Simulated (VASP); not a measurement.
YPdF5:

```xyz
7
Lattice="-3.1642 3.1642 2.9671 3.1642 -3.1642 2.9671 3.1642 3.1642 -2.9671" Properties=species:S:1:pos:R:3 pbc="T T T"
Y     3.1642    0.0000    1.4836
Pd    0.0000    3.1642    1.4836
F     0.8802    0.8802    0.0000
F     2.2839    2.2839    2.9671
F    -2.2839    2.2839    2.9671
F     2.2839   -2.2839    2.9671
F     0.0000    0.0000    0.0000
```

The cell was generated, and may not be a known phase.

| Property | Result |
| --- | --- |
| Program | VASP 6.6.1 |
| Task | relaxation of cell and atoms |
| Functional | PBE |
| Potentials or basis | VASP PAW PBE potentials, release 64 (Y_sv, Pd, F) |
| Cutoff | 600 eV |
| k mesh | 4 × 4 × 4 |
| Occupations | gaussian, width 0.1 eV |
| Spin | no spin polarisation |

At the start: pressure 73.9 GPa; volume 16.98 Å³/atom.

Task: How do energy, volume and symmetry change on relaxing?

Result: Over 18 steps the energy falls by 5196.7 meV/atom and the volume is 12.43 Å³/atom (-26.8 %); space group I-4m2 (No. 119, to 0.1 Å) before and after.

Step by step:
| step | energy change (eV) | largest force (eV/Å) | pressure (GPa) | volume (Å³) |
| --- | --- | --- | --- | --- |
| 1 | 0.0000 | 34.2561 | 73.94 | 118.83 |
| 2 | -4.6718 | 0.3291 | -32.53 | 286.92 |
| 3 | -27.2243 | 0.1024 | -14.17 | 177.80 |
| 4 | -27.7980 | 0.0554 | -13.97 | 173.22 |
| 5 | -30.6240 | 0.8417 | -12.14 | 144.86 |
| 6 | -30.6465 | 2.4105 | -7.51 | 131.55 |
| 7 | -30.8596 | 1.4012 | -10.62 | 138.43 |
| 8 | -30.8620 | 1.5821 | -10.09 | 136.89 |
| 9 | -32.3902 | 1.8616 | -7.59 | 118.37 |
| 10 | -33.7132 | 2.6327 | 8.76 | 90.43 |
| 11 | -34.7139 | 2.0662 | 8.65 | 87.06 |
| 12 | -35.8455 | 0.3544 | 14.94 | 77.28 |
| 13 | -35.9088 | 0.6363 | 11.72 | 79.98 |
| 14 | -35.9380 | 0.3357 | 12.63 | 79.04 |
| 15 | -36.3515 | 0.0934 | -0.79 | 87.46 |
| 16 | -36.3518 | 0.1073 | -1.16 | 87.78 |
| 17 | -36.3747 | 0.0448 | -0.36 | 87.22 |
| 18 | -36.3772 | 0.0160 | 0.01 | 86.98 |

Final structure:
```xyz
7
Lattice="-2.7787 2.7787 2.8162 2.7787 -2.7787 2.8162 2.7787 2.7787 -2.8162" Properties=species:S:1:pos:R:3 pbc="T T T"
Y     2.7787    0.0000    1.4081
Pd    0.0000    2.7787    1.4081
F     1.5781    1.5781    0.0000
F     1.2006    1.2006    2.8162
F    -1.2006    1.2006    2.8162
F     1.2006   -1.2006    2.8162
F     0.0000    0.0000    0.0000
```

Caveat: the k points lie up to 0.40 Å⁻¹ apart in the final cell; the standard files for N, O and F lose accuracy on very short bonds; the volume moved by over 15 % at a fixed basis, so the end points are rough.
